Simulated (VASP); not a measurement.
Here is a VASP 6.6.1 calculation.

Contents of POSCAR:

```
InAgTe2
1.0
   -3.2578903588      3.2578903588      6.4234145093
    3.2578903588     -3.2578903588      6.4234145093
    3.2578903588      3.2578903588     -6.4234145093
In Ag Te
2 2 4
Direct
    0.5000000000      0.5000000000      0.0000000000
    0.2500000000      0.7500000000      0.5000000000
    0.0000000000      0.0000000000      0.0000000000
    0.7500000000      0.2500000000      0.5000000000
    0.3750000000      0.3719630006      0.4969630006
    0.6280369994      0.1250000000      1.0030369994
    0.8750000000      0.8780369994      0.5030369994
    0.1219630006      0.6250000000     -0.0030369994
```

Contents of INCAR.step1:

```
SYSTEM = InAgTe2
PREC = Accurate
ENCUT = 550
ISMEAR = -1
SIGMA = 0.02
LREAL = .False.
LASPH = .True.
NELM = 120
NBANDS = 46
GGA = PE
ALGO = Normal
EDIFF = 1E-5
LWAVE = .True.
LCHARG = .False.
GGA_COMPAT = .False.
```

Contents of INCAR.step2:

```
SYSTEM = InAgTe2
PREC = Accurate
ENCUT = 550
EDIFF = 1E-6
ISMEAR = -1
SIGMA = 0.02
LREAL = .False.
LASPH = .True.
NELM = 120
ALGO = Normal
ISIF = 2
LWAVE = .False.
LCHARG = .False.
METAGGA = R2SCAN
LMIXTAU = .True.
NBANDS = 46
ISTART = 1
GGA_COMPAT = .False.
```

KPOINTS

```
Automatic mesh
0
Gamma
  4 4 4
  0 0 0
```

Potentials or basis: VASP PAW PBE potentials, release 64 (In_d, Ag, Te).

Run with:

```console
$ cat potpaw_PBE.64/In_d/POTCAR potpaw_PBE.64/Ag/POTCAR potpaw_PBE.64/Te/POTCAR > POTCAR
$ cp INCAR.step1 INCAR
$ mpirun -np 1 vasp_std > vasp.out
$ cp INCAR.step2 INCAR
$ mpirun -np 1 vasp_std > vasp.out
```

Estimate the band gap on the k mesh.

0.54 eV.

Predict the largest force.

0.017 eV/Å.

Estimate the pressure.

-0.1 GPa.

Forces on the atoms (eV/Å):
```
In   0.000  0.000  0.000
In   0.000  0.000  0.000
Ag   0.000  0.000  0.000
Ag   0.000  0.000  0.000
Te  -0.017  0.000  0.000
Te   0.000  0.017  0.000
Te   0.017  0.000  0.000
Te   0.000 -0.017  0.000
```

Caveat: the PAW data sets were made with another functional, which shifts forces and pressure a little; spin-orbit coupling is left out, which moves the levels of the heavy elements. r2SCAN opens gaps a little over a GGA but as a rule still falls short of measured ones.
